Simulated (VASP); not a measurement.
Here is a VASP 6.6.1 calculation.

The input INCAR:

```
SYSTEM = TePb
ALGO = Normal
EDIFF = 1E-7
ENCUT = 520
GGA = PE
ISIF = 2
ISMEAR = 0
LASPH = .True.
LCHARG = .True.
LELF = .True.
LREAL = .False.
LVHAR = .True.
LWAVE = .False.
NBANDS = 17
NELM = 100
PREC = Accurate
SIGMA = 0.1
```

File KPOINTS:

```
k-points
0
Gamma
  4 4 4
  0 0 0
```

File POSCAR:

```
TePb
1.0
    0.0000000000      3.2708968051      3.2708968051
    3.2708968051      0.0000000000      3.2708968051
    3.2708968051      3.2708968051      0.0000000000
Te Pb
1 1
Direct
   -0.0783684207     -0.0013534173      0.0387722737
    0.4287753547      0.5565674555      0.4836149497
```

Potentials or basis: VASP PAW PBE potentials, release 64 (Te, Pb_d).

Run with:

```console
$ cat potpaw_PBE.64/Te/POTCAR potpaw_PBE.64/Pb_d/POTCAR > POTCAR
$ mpirun -np 1 vasp_std > vasp.out
```

Task: Predict the band gap on the k mesh.

Result: 0.89 eV, direct.

Task: Estimate the pressure.

Result: 1.1 GPa.

Task: What does it give for the largest force?

Result: 0.140 eV/Å.

Stress tensor (GPa, compression positive):
```
 0.29 -0.01  0.01
-0.01  1.16 -0.17
 0.01 -0.17  1.90
```

Caveat: spin-orbit coupling is left out, which moves the levels of the heavy elements. A k mesh can miss the band edges.
